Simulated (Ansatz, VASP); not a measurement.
**One calculation of AlP, two programs**

```
Al P
1.0
     0.00000    2.75383    2.75383
     2.75383    0.00000    2.75383
     2.75383    2.75383    0.00000
Al P
1 1
Direct
  0.00000 0.00000 0.00000
  0.75000 0.75000 0.75000
```

Alike in both runs: task relaxation of cell and atoms; functional PBE; k mesh 8 × 8 × 8; no spin polarisation.

|  | VASP | Ansatz |
| --- | --- | --- |
| version | VASP 6.6.1 | Ansatz 0.2.0 |
| potentials or method | VASP PAW PBE potentials, release 64 (Al, P), cutoff 500 eV | scalar-relativistic, plane waves, PAW |
| occupations | gaussian, width 0.01 eV | fixed |
| valence electrons in the cell | 8 | 8 |

```csv
,VASP,Ansatz,Ansatz less VASP
"gap on the k mesh at the Fermi level, each at its own relaxed structure (eV)",1.63,1.63,+0.004
relaxed volume (Å³/atom),20.86,20.88,+0.024
relaxed cell length with the largest relative difference (Å),3.893,3.894,+0.0015
```
